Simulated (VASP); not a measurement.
# C in VASP: single point with PBE

Aim: the single point of C with PBE.

All numbers are computed with VASP 6.6.1; they aren't measurements. Logs are shortened: lines on timing, memory, paths and dates and some standing lists are left out, and cuts for length are marked.

### Step 1. The cell of the first run

The cell holds a slab with vacuum, 19 atoms: a = 7.398 Å, b = 7.398 Å, c = 13.000 Å, α = 90.00°, β = 90.00°, γ = 120.00°.

### Step 2. Single point, PBE, collinear spin

The input, INCAR:

```
  PREC = Accurate
  ENCUT = 520
  EDIFF = 1E-6
  ISMEAR = 0
  SIGMA = 0.05
  LREAL = Auto
  LASPH = T
  NELM = 150
  ALGO = Normal
  ISIF = 2
  LWAVE = F
  LCHARG = F
  ISPIN = 2
  MAGMOM = 0 0 0 0 0 0 0 0 0 0 0 0 0 0 0 0 0 0 1
  LORBIT = 11
  GGA = PE
  NBANDS = 57
```

The input, KPOINTS:

```
regular mesh
0
Gamma
  2 2 1
```

The input, POSCAR:

```
C
1.0
    7.3980000000      0.0000000000      0.0000000000
   -3.6990000000      6.4068560000      0.0000000000
    0.0000000000      0.0000000000     13.0000000000
C
19
Direct
   -0.0024045204     -0.0042200970      0.0717879582
    0.2200593204      0.1063168304      0.0746169851
   -0.0016511953      0.3288450644      0.0699816860
    0.2206751311      0.4390497913      0.0699636641
   -0.0010118275      0.6615937681      0.0746309995
    0.2214544406      0.7721273580      0.0718062271
    0.3319505752     -0.0053940669      0.0749279536
    0.5519495061      0.1009356197      0.0774243747
    0.3263441423      0.3262626115      0.0768127272
    0.5494432960      0.4435314715      0.0992538376
    0.3313804177      0.6621234304      0.0715166197
    0.5544244060      0.7727878523      0.0705571329
    0.6646313265     -0.0048798495      0.0705734512
    0.8876707419      0.1057681710      0.0715296145
    0.6695730020      0.3244081449      0.0992971332
    0.8926965686      0.4416432466      0.0768612730
    0.6671013660      0.6669617209      0.0773795261
    0.8871067305      0.7733004691      0.0749128313
    0.6094437722      0.3839728632      0.2000126050
```

Potentials or basis: VASP PAW PBE potentials, release 64 (C).

Run with:

```console
cat potpaw_PBE.64/C/POTCAR > POTCAR
mpirun -np 1 vasp_std > vasp.out
```

OUTCAR:

```text
PREC = Accurate
   ENCUT = 520
   EDIFF = 1E-6
   ISMEAR = 0
   LREAL = Auto
   LASPH = T
   NELM = 150
   ISIF = 2
   ISPIN = 2
   LORBIT = 11
   GGA = PE

 ion  position               nearest neighbor table
   1  0.998  0.996  0.072-  14 1.41   2 1.43  18 1.43
   2  0.220  0.106  0.075-   9 1.41   1 1.43   7 1.43
   3  0.998  0.329  0.070-  16 1.40   4 1.42  14 1.43
   4  0.221  0.439  0.070-   9 1.40   3 1.42  11 1.43
   5  0.999  0.662  0.075-  16 1.41   6 1.43  18 1.43
   6  0.221  0.772  0.072-  11 1.41   5 1.43   7 1.43
   7  0.332  0.995  0.075-   8 1.41   6 1.43   2 1.43
   8  0.552  0.101  0.077-  13 1.40   7 1.41  15 1.46
   9  0.326  0.326  0.077-   4 1.40   2 1.41  10 1.46
  10  0.549  0.444  0.099-   9 1.46  17 1.46  19 1.52  15 1.53
  11  0.331  0.662  0.072-   6 1.41  12 1.43   4 1.43
  12  0.554  0.773  0.071-  17 1.40  13 1.42  11 1.43
  13  0.665  0.995  0.071-   8 1.40  12 1.42  14 1.43
  14  0.888  0.106  0.072-   1 1.41  13 1.43   3 1.43
  15  0.670  0.324  0.099-  16 1.46   8 1.46  19 1.52  10 1.53
  16  0.893  0.442  0.077-   3 1.40   5 1.41  15 1.46
  17  0.667  0.667  0.077-  12 1.40  18 1.41  10 1.46
  18  0.887  0.773  0.075-  17 1.41   1 1.43   5 1.43
  19  0.609  0.384  0.200-  15 1.52  10 1.52

  LATTYP: Found a hexagonal cell.
 ALAT       =     7.3980000000
 C/A-ratio  =     1.7572316842

  Lattice vectors:

 A1 = (   7.3980000000,   0.0000000000,   0.0000000000)
 A2 = (  -3.6990000000,   6.4068560000,   0.0000000000)
 A3 = (   0.0000000000,   0.0000000000,  13.0000000000)

Analysis of symmetry for initial positions (statically):
=====================================================================
 Subroutine PRICEL returns:
 Original cell was already a primitive cell.

 Routine SETGRP: Setting up the symmetry group for a
 hexagonal supercell.

 Subroutine GETGRP returns: Found  1 space group operations
 (whereof  1 operations were pure point group operations)
 out of a pool of 24 trial point group operations.

The static configuration has the point symmetry C_1 .

Analysis of symmetry for dynamics (positions and initial velocities):
=====================================================================
 Subroutine PRICEL returns:
[... 169 lines left out ...]
  energy-cutoff  :      520.00
  volume of cell :      616.17
 maximum number of plane-waves:     16651
 NGX is ok and might be reduce to    56
   NGX = 27   NGY = 27   NGZ = 49

 number of electron      75.9999998 magnetization       0.5027322

 Free energy of the ion-electron system (eV)
  ---------------------------------------------------
  ext. energy  EPLUGINS =         0.00000000
  ---------------------------------------------------
  free energy    TOTEN  =      -168.68187620 eV

  energy without entropy =     -168.67459406  energy(sigma->0) =     -168.67823513

 E-fermi :  -2.4132     XC(G=0):  -3.5487

 val. band max:       -2.4146106960   @ k =   0.5000   0.0000   0.0000
 cond. band min:      -2.4124916495   @ k =   0.0000   0.5000   0.0000
 fundamental gap:      0.0021190465
 Fermi energy:        -2.4132014867

 spin component 1

 k-point     1 :       0.0000    0.0000    0.0000
  band No.  band energies     occupation
      1     -22.1314      1.00000
      2     -20.3937      1.00000
      3     -19.3573      1.00000
      4     -19.3145      1.00000
      5     -19.2542      1.00000
      6     -19.1892      1.00000
[... 201 lines left out ...]
     49       3.9636      0.00000
     50       3.9854      0.00000
 Fermi energy:        -2.4132014867

 spin component 2

 k-point     1 :       0.0000    0.0000    0.0000
  band No.  band energies     occupation
      1     -22.0886      1.00000
      2     -20.3251      1.00000
      3     -19.3411      1.00000
      4     -19.2971      1.00000
      5     -19.2287      1.00000
      6     -19.1729      1.00000
[... 201 lines left out ...]
     49       3.9862      0.00000
     50       4.0283      0.00000
 [bands above 50 left out]

------------------------ aborting loop because EDIFF is reached ----------------------------------------

  FORCE on cell =-STRESS in cart. coord.  units (eV):
  Direction    XX          YY          ZZ          XY          YZ          ZX
  --------------------------------------------------------------------------------------
  -------------------------------------------------------------------------------------
  Total        4.6757533      5.5935603      0.4101101      0.9112706     -0.0113863      0.0022643
  in kB       12.1579269     14.5444151      1.0663712      2.3694924     -0.0296066      0.0058878
  external PRESSURE =       9.2562377 kB  Pullay stress =       0.0000000 kB

 VOLUME and BASIS-vectors are now :
 -----------------------------------------------------------------------------
  energy-cutoff  :      520.00
  volume of cell :      616.17
      direct lattice vectors                 reciprocal lattice vectors
     7.398000000  0.000000000  0.000000000     0.135171668  0.078041398  0.000000000
    -3.699000000  6.406856000  0.000000000     0.000000000  0.156082796  0.000000000
     0.000000000  0.000000000 13.000000000     0.000000000  0.000000000  0.076923077

 POSITION                                       TOTAL-FORCE (eV/Angst)
 -----------------------------------------------------------------------------------
      3.69682      6.37982      0.93324        -0.013637     -0.000257     -0.028000
      1.23473      0.68116      0.97002        -0.158900      0.206628      0.027816
      6.16939      2.10686      0.90976         0.195066     -0.015640     -0.017359
      0.00851      2.81293      0.90953        -0.184431      0.017999     -0.014056
      4.94328      4.23874      0.97020         0.161349     -0.202355      0.033617
     -1.21778      4.94691      0.93348         0.014930     -0.004753     -0.027624
[... 11 lines left out ...]
      3.70238      4.95442      0.97387        -0.261319      0.030741      0.026196
      3.08835      2.46006      2.60016        -0.004793      0.000030      0.312062
 -----------------------------------------------------------------------------------
    total drift:                               -0.004509     -0.011052     -0.010258

  FREE ENERGIE OF THE ION-ELECTRON SYSTEM (eV)
  ---------------------------------------------------
  free  energy   TOTEN  =      -168.6818762004 eV

  energy  without entropy=     -168.6745940604  energy(sigma->0) =     -168.67823513

 total charge

# of ion       s       p       d       tot
------------------------------------------
    1        0.863   1.793   0.000   2.656
    2        0.862   1.787   0.000   2.649
    3        0.866   1.789   0.000   2.656
    4        0.866   1.789   0.000   2.656
    5        0.862   1.787   0.000   2.649
    6        0.863   1.793   0.000   2.656
[... 11 lines left out ...]
   18        0.862   1.787   0.000   2.649
   19        0.987   1.301   0.000   2.288
--------------------------------------------------
tot         16.492  33.517   0.000  50.010

 magnetization (x)

# of ion       s       p       d       tot
------------------------------------------
    1       -0.000  -0.002   0.000  -0.002
    2        0.001   0.012   0.000   0.012
    3        0.001   0.007   0.000   0.007
    4        0.000   0.007   0.000   0.007
    5        0.001   0.012   0.000   0.013
    6       -0.000  -0.002   0.000  -0.002
[... 11 lines left out ...]
   18        0.000   0.011   0.000   0.012
   19        0.010   0.150   0.000   0.160
--------------------------------------------------
tot          0.021   0.243   0.000   0.264
```

OSZICAR:

```text
N       E                     dE             d eps       ncg     rms          rms(c)
DAV:   1     0.624881497398E+03    0.62488E+03   -0.29540E+04   936   0.103E+03
DAV:   2    -0.801958008304E+02   -0.70508E+03   -0.67746E+03  1367   0.260E+02
[... 18 lines left out ...]
DAV:  21    -0.168681825165E+03   -0.97186E-04   -0.81719E-06   903   0.581E-03    0.150E-03
DAV:  22    -0.168681851493E+03   -0.26328E-04   -0.11305E-06   848   0.254E-03    0.779E-04
DAV:  23    -0.168681868308E+03   -0.16815E-04   -0.94407E-07   808   0.204E-03    0.391E-04
DAV:  24    -0.168681873249E+03   -0.49409E-05   -0.25813E-07   736   0.106E-03    0.280E-04
DAV:  25    -0.168681875787E+03   -0.25381E-05   -0.33139E-07   776   0.105E-03    0.211E-04
DAV:  26    -0.168681876200E+03   -0.41337E-06   -0.58721E-08   656   0.595E-04
   1 F= -.16868188E+03 E0= -.16867824E+03  d E =-.728214E-02  mag=     0.5027
```

stdout:

```text
POSCAR found type information on POSCAR C
 POSCAR found :  1 types and      19 ions
 scaLAPACK will be used
 LDA part: xc-table for (Slater+PW92), standard interpolation
 POSCAR, INCAR and KPOINTS ok, starting setup
 FFT: planning ... GRIDC
 FFT: planning ... GRID_SOFT
 FFT: planning ... GRID
 WAVECAR not read
 entering main loop
```

It took 10 min on 1 thread of AMD EPYC 7R43 (Zen 3), shared host; peak memory 0.86 GiB.

What came out:

| Property | Result |
| --- | --- |
| Free energy | -168.6819 eV |
| Largest force | 0.312 eV/Å |
| Net moment | 0.50 μB per cell |
| Site moments | C -0.00, +0.01, -0.01, +0.00, +0.16 (each value once) μB |
| Valence electrons inside the program's atomic spheres | C 2.66, 2.65, 2.29 (each value once) |

Forces in eV/Å, atoms in the order of the input:
```
C   -0.014  0.000 -0.028
C   -0.159  0.207  0.028
C    0.195 -0.016 -0.017
C   -0.184  0.018 -0.014
C    0.161 -0.202  0.034
C    0.015 -0.005 -0.028
C    0.265 -0.033  0.022
C   -0.152  0.084 -0.074
C    0.136 -0.089 -0.059
C   -0.107  0.072  0.014
C    0.038 -0.025 -0.027
C   -0.113  0.144 -0.023
C    0.110 -0.145 -0.021
C   -0.039  0.022 -0.029
C    0.115 -0.082  0.019
C   -0.147  0.089 -0.059
C    0.148 -0.069 -0.077
C   -0.261  0.031  0.026
C   -0.005  0.000  0.312
```

Levels at points of the mesh, in eV from the Fermi level:
Spin up:
```
           k point  band 34  band 35  band 36  band 37  band 38  band 39  band 40  band 41  band 42  band 43
(0.00, 0.00, 0.00)    -2.84    -2.27    -2.17    -0.23    -0.10     0.17     0.36     1.78     3.87     3.95
(0.50, 0.00, 0.00)    -2.56    -2.46    -2.29    -1.50    -0.73     0.00     1.92     2.42     2.72     2.77
(0.00, 0.50, 0.00)    -2.56    -2.46    -2.29    -1.51    -0.74     0.00     1.92     2.42     2.72     2.77
(0.50, 0.50, 0.00)    -2.53    -2.49    -2.30    -1.58    -0.14     0.17     1.20     2.31     2.62     3.15
```
Spin down:
```csv
k point,band 36,band 37,band 38,band 39,band 40,band 41
"(0.00, 0.00, 0.00)",-2.11,-0.19,0.12,0.22,1.08,1.82
"(0.50, 0.00, 0.00)",-2.26,-1.36,-0.67,0.72,1.98,2.52
"(0.00, 0.50, 0.00)",-2.26,-1.37,-0.68,0.72,1.98,2.52
"(0.50, 0.50, 0.00)",-2.27,-1.45,-0.09,0.96,1.25,2.33
```

Caveat: the k points lie up to 0.49 Å⁻¹ apart.
